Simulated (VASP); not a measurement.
# FeSi (zincblende type) (F-43m) in VASP: single point with r2SCAN+U

Aim: the single point of FeSi (zincblende type) with r2SCAN+U.

Everything below comes from runs of VASP 6.6.1. Logs are shortened: lines on timing, memory, paths and dates and some standing lists are left out, and cuts for length are marked.

## (1) The cell of the first run

Symmetry: F-43m, No. 216, cubic system. Conventional cell: a = 3.929 Å, b = 3.929 Å, c = 3.929 Å, α = 90.00°, β = 90.00°, γ = 90.00°. Within 2.3 Å of Fe (site symmetry -43m) lie 4 Si at 1.70 Å. Within 2.3 Å of Si (site symmetry -43m) lie 4 Fe at 1.70 Å.

## (2) Single point, r2SCAN+U, collinear spin, ferromagnetic start

Contents of POSCAR:

```
FeSi
1.0
    0.0000000000      1.9644497236      1.9644497236
    1.9644497236      0.0000000000      1.9644497236
    1.9644497236      1.9644497236      0.0000000000
Fe Si
1 1
Direct
    0.0000000000      0.0000000000      0.0000000000
    0.2500000000      0.2500000000      0.2500000000
```

Contents of INCAR.step1:

```
PREC = Accurate ; ENCUT = 520
ISMEAR = -1 ; SIGMA = 0.05
LREAL = False ; LASPH = True
NELM = 150 ; ISPIN = 2
MAGMOM = 2.5 0 ; LMAXMIX = 4
LDAU = True ; LDAUTYPE = 2
LDAUL = 2 -1 ; LDAUU = 1 0
LDAUJ = 0 0 ; NBANDS = 17
GGA = PE ; ALGO = Normal
EDIFF = 1E-4 ; LWAVE = True
LCHARG = False
```

Contents of INCAR.step2:

```
PREC = Accurate ; ENCUT = 520
EDIFF = 1E-6 ; ISMEAR = -1
SIGMA = 0.05 ; LREAL = False
LASPH = True ; NELM = 150
ALGO = Normal ; ISIF = 2
LWAVE = False ; LCHARG = False
ISPIN = 2 ; MAGMOM = 2.5 0
LORBIT = 11 ; LMAXMIX = 4
LDAU = True ; LDAUTYPE = 2
LDAUL = 2 -1 ; LDAUU = 1 0
LDAUJ = 0 0 ; LDAUPRINT = 1
METAGGA = R2SCAN ; LMIXTAU = True
NBANDS = 17 ; ISTART = 1
```

Contents of KPOINTS:

```
regular mesh
0
Gamma
  12 12 12
```

Potentials or basis: VASP PAW PBE potentials, release 64 (Fe, Si).

On the command line:

```
$ cat potpaw_PBE.64/Fe/POTCAR potpaw_PBE.64/Si/POTCAR > POTCAR
$ cp INCAR.step1 INCAR
$ mpirun -np 1 vasp_std > vasp.out
$ cp INCAR.step2 INCAR
$ mpirun -np 1 vasp_std > vasp.out
```

OUTCAR:

```text
PREC = Accurate
   ENCUT = 520
   EDIFF = 1E-6
   ISMEAR = -1
   LREAL = False
   LASPH = True
   NELM = 150
   ISIF = 2
   ISPIN = 2
   LORBIT = 11
   METAGGA = R2SCAN
   ISTART = 1

 ion  position               nearest neighbor table
   1  0.000  0.000  0.000-   2 1.70   2 1.70   2 1.70   2 1.70
   2  0.250  0.250  0.250-   1 1.70   1 1.70   1 1.70   1 1.70

  LATTYP: Found a face centered cubic cell.
 ALAT       =     3.9288994472

  Lattice vectors:

 A1 = (   0.0000000000,   1.9644497236,   1.9644497236)
 A2 = (   1.9644497236,   0.0000000000,   1.9644497236)
 A3 = (   1.9644497236,   1.9644497236,   0.0000000000)

Analysis of symmetry for initial positions (statically):
=====================================================================
 Subroutine PRICEL returns:
 Original cell was already a primitive cell.

 Routine SETGRP: Setting up the symmetry group for a
 face centered cubic supercell.

 Subroutine GETGRP returns: Found 24 space group operations
 (whereof 24 operations were pure point group operations)
 out of a pool of 48 trial point group operations.

The static configuration has the point symmetry T_d .

Analysis of symmetry for dynamics (positions and initial velocities):
=====================================================================
 Subroutine PRICEL returns:
 Original cell was already a primitive cell.

 Routine SETGRP: Setting up the symmetry group for a
 face centered cubic supercell.

 Subroutine GETGRP returns: Found 24 space group operations
 (whereof 24 operations were pure point group operations)
 out of a pool of 48 trial point group operations.

The dynamic configuration has the point symmetry T_d .

Analysis of structural, dynamic, and magnetic symmetry:
=====================================================================
[... 177 lines left out ...]
  o =  0.8280  v =  0.0000  0.0000  0.0000  0.0000  0.0000  0.0000 -0.0000  0.9597  0.0000 -0.2811      0.0000  0.0000  0.0000  0.0000  0.0000  0.0000  0.0000  0.0000  0.0000  0.0000
  o =  0.8280  v =  0.0000 -0.0000  0.2398  0.0000  0.9708  0.0000  0.0000  0.0000  0.0000  0.0000      0.0000  0.0000  0.0000  0.0000  0.0000  0.0000  0.0000  0.0000  0.0000  0.0000
  o =  0.8280  v =  0.0000 -0.0000  0.9708  0.0000 -0.2398  0.0000  0.0000  0.0000  0.0000  0.0000      0.0000  0.0000  0.0000  0.0000  0.0000  0.0000  0.0000  0.0000  0.0000  0.0000
  o =  0.8688  v =  0.0000  0.0000  0.0000  0.0000  0.0000  0.0000  0.0443  0.0000 -0.9990 -0.0000      0.0000  0.0000  0.0000  0.0000  0.0000  0.0000  0.0000  0.0000  0.0000  0.0000
  o =  0.8688  v =  0.0000  0.0000  0.0000  0.0000  0.0000  1.0000  0.0000  0.0000  0.0000  0.0000      0.0000  0.0000  0.0000  0.0000  0.0000  0.0000  0.0000  0.0000  0.0000  0.0000
  o =  0.8688  v =  0.0000  0.0000  0.0000  0.0000  0.0000  0.0000 -0.9990 -0.0000 -0.0443  0.0000      0.0000  0.0000  0.0000  0.0000  0.0000  0.0000  0.0000  0.0000  0.0000  0.0000
  o =  0.8688  v =  0.0000  0.0120 -0.0000  0.9999  0.0000  0.0000  0.0000  0.0000  0.0000  0.0000      0.0000  0.0000  0.0000  0.0000  0.0000  0.0000  0.0000  0.0000  0.0000  0.0000
  o =  0.8688  v =  1.0000  0.0000  0.0000  0.0000  0.0000  0.0000  0.0000  0.0000  0.0000  0.0000      0.0000  0.0000  0.0000  0.0000  0.0000  0.0000  0.0000  0.0000  0.0000  0.0000
  o =  0.8688  v =  0.0000  0.9999  0.0000 -0.0120 -0.0000  0.0000  0.0000  0.0000  0.0000  0.0000      0.0000  0.0000  0.0000  0.0000  0.0000  0.0000  0.0000  0.0000  0.0000  0.0000

 number of electron      12.0000001 magnetization      -0.0000000

 Free energy of the ion-electron system (eV)
  ---------------------------------------------------
  ext. energy  EPLUGINS =         0.00000000
  ---------------------------------------------------
  free energy    TOTEN  =        -8.93068979 eV

  energy without entropy =       -8.93066878  energy(sigma->0) =       -8.93067928

 E-fermi :  14.7056     XC(G=0): -15.5010

 val. band max:       14.4196722881   @ k =  -0.2500   0.5000   0.2500
 cond. band min:      15.1128437244   @ k =  -0.4167   0.2500   0.0833
 fundamental gap:      0.6931714363
 Fermi energy:        14.7056367680

 spin component 1

 k-point     1 :       0.0000    0.0000    0.0000
  band No.  band energies     occupation
      1      -0.8202      1.00000
      2       9.5871      1.00000
      3       9.5871      1.00000
      4       9.5871      1.00000
      5      12.0070      1.00000
      6      12.0070      1.00000
[... 943 lines left out ...]
      6      13.5333      1.00000
[... 9 lines left out ...]
     16      45.3123      0.00000
     17      49.3281      0.00000

 [... further k-points ...]

------------------------ aborting loop because EDIFF is reached ----------------------------------------

  FORCE on cell =-STRESS in cart. coord.  units (eV):
  Direction    XX          YY          ZZ          XY          YZ          ZX
  --------------------------------------------------------------------------------------
  -------------------------------------------------------------------------------------
  Total       35.0001678     35.0001678     35.0001678     -0.0000000     -0.0000000      0.0000000
  in kB     3698.5198888   3698.5198888   3698.5198888     -0.0000000     -0.0000000      0.0000000
  external PRESSURE =    3698.5198888 kB  Pullay stress =       0.0000000 kB

 VOLUME and BASIS-vectors are now :
 -----------------------------------------------------------------------------
  energy-cutoff  :      520.00
  volume of cell :       15.16
      direct lattice vectors                 reciprocal lattice vectors
     0.000000000  1.964449724  1.964449724    -0.254524203  0.254524203  0.254524203
     1.964449724  0.000000000  1.964449724     0.254524203 -0.254524203  0.254524203
     1.964449724  1.964449724  0.000000000     0.254524203  0.254524203 -0.254524203

 POSITION                                       TOTAL-FORCE (eV/Angst)
 -----------------------------------------------------------------------------------
      0.00000      0.00000      0.00000        -0.000000     -0.000000     -0.000000
      0.98222      0.98222      0.98222         0.000000      0.000000      0.000000
 -----------------------------------------------------------------------------------
    total drift:                               -0.000003     -0.000003     -0.000002

  FREE ENERGIE OF THE ION-ELECTRON SYSTEM (eV)
  ---------------------------------------------------
  free  energy   TOTEN  =        -8.9306897859 eV

  energy  without entropy=       -8.9306687825  energy(sigma->0) =       -8.93067928

 total charge

# of ion       s       p       d       tot
------------------------------------------
    1        0.691   0.961   8.429  10.080
    2        1.025   1.392   0.000   2.417
--------------------------------------------------
tot          1.715   2.353   8.429  12.497

 magnetization (x)

# of ion       s       p       d       tot
------------------------------------------
    1       -0.000   0.000  -0.000  -0.000
    2        0.000   0.000   0.000   0.000
--------------------------------------------------
tot          0.000   0.000  -0.000  -0.000
```

It took 54 s on 1 thread of Intel Xeon 6975P-C (Granite Rapids), shared host; peak memory 0.17 GiB.

What came out:

```yaml
Free_energy: -8.9307 eV
Pressure: 369.9 GPa
Band_gap_on_the_k_mesh: 0.69 eV, indirect (least direct gap 1.22 eV)
Net_moment: 0.00 μB per cell
```

Eigenvalues of the final occupation matrices:
| site | spin | trace | eigenvalues |
| --- | --- | --- | --- |
| site 1 d | 1 | 4.26 | 0.83 0.83 0.87 0.87 0.87 |
| site 1 d | 2 | 4.26 | 0.83 0.83 0.87 0.87 0.87 |

Caveat: the starting moments collapsed, and a magnetic state may lie lower; the PAW data sets were made with another functional, which shifts forces and pressure a little; the U is typed as a test and isn't derived for this compound. The state reached can hang on the start; a lower one may exist.
